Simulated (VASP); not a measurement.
Crystal: MnSi7C8.

```
CELL_PARAMETERS angstrom
0.00000 4.35800 4.35800
4.35800 0.00000 4.35800
4.35800 4.35800 0.00000
ATOMIC_POSITIONS crystal
Mn 0.00000 0.00000 0.00000
Si 0.00000 0.00000 0.50000
Si 0.00000 0.50000 0.00000
Si 0.00000 0.50000 0.50000
Si 0.50000 0.00000 0.00000
Si 0.50000 0.00000 0.50000
Si 0.50000 0.50000 0.00000
Si 0.50000 0.50000 0.50000
C 0.12500 0.12500 0.12500
C 0.12500 0.12500 0.62500
C 0.12500 0.62500 0.12500
C 0.12500 0.62500 0.62500
C 0.62500 0.12500 0.12500
C 0.62500 0.12500 0.62500
C 0.62500 0.62500 0.12500
C 0.62500 0.62500 0.62500
```

```yaml
Program: VASP 6.6.1
Task: relaxation of the atoms
Functional: PBEsol
Potentials_or_basis: VASP PAW PBE potentials, release 64 (Mn_pv, Si, C)
Cutoff: 520 eV
k_mesh: 3 × 3 × 3
Occupations: gaussian, width 0.05 eV
Spin: collinear spin, ferromagnetic start
Starting_moments: "[3.0, 0.0, 0.0, 0.0, 0.0, 0.0, 0.0, 0.0, 0.0, 0.0, 0.0, 0.0, 0.0, 0.0, 0.0, 0.0] μB"
Hubbard_terms: Mn d U = 3.5 eV
```

At the start: pressure 4.0 GPa; volume 10.35 Å³/atom.

How do energy, volume and symmetry change on relaxing?

Over 5 steps the energy falls by 16.7 meV/atom at a fixed cell; space group F-43m (No. 216, to 0.1 Å) before and after; moment 3.00 μB per cell.

The path:
| step | energy change (eV) | largest force (eV/Å) | pressure (GPa) |
| --- | --- | --- | --- |
| 1 | 0.0000 | 1.7328 | 4.00 |
| 2 | -0.2602 | 0.2438 | 4.48 |
| 3 | -0.2648 | 0.1749 | 4.40 |
| 4 | -0.2661 | 0.1262 | 4.52 |
| 5 | -0.2674 | 0.0030 | 4.47 |

Final structure:
```cif
data_structure
_symmetry_space_group_name_H-M 'P 1'
_symmetry_Int_Tables_number 1
_cell_length_a 6.1631
_cell_length_b 6.1631
_cell_length_c 6.1631
_cell_angle_alpha 60.000
_cell_angle_beta 60.000
_cell_angle_gamma 60.000
_cell_volume 165.54
loop_
_atom_site_label
_atom_site_type_symbol
_atom_site_fract_x
_atom_site_fract_y
_atom_site_fract_z
_atom_site_occupancy
Mn1 Mn 0.00000 0.00000 0.00000 1
Si1 Si 0.99882 0.99882 0.50118 1
Si2 Si 0.99882 0.50118 0.99882 1
Si3 Si 0.99882 0.50118 0.50118 1
Si4 Si 0.50118 0.99882 0.99882 1
Si5 Si 0.50118 0.99882 0.50118 1
Si6 Si 0.50118 0.50118 0.99882 1
Si7 Si 0.50000 0.50000 0.50000 1
C1 C 0.13003 0.13003 0.13003 1
C2 C 0.13003 0.13003 0.60992 1
C3 C 0.13003 0.60992 0.13003 1
C4 C 0.12527 0.62491 0.62491 1
C5 C 0.60992 0.13003 0.13003 1
C6 C 0.62491 0.12527 0.62491 1
C7 C 0.62491 0.62491 0.12527 1
C8 C 0.62491 0.62491 0.62491 1
```

Caveat: the k points lie up to 0.42 Å⁻¹ apart, too coarse for converged energies and pressures of a metal; the PAW data sets were made with another functional, which shifts forces and pressure a little; the U is typed as a test and isn't derived for this compound.
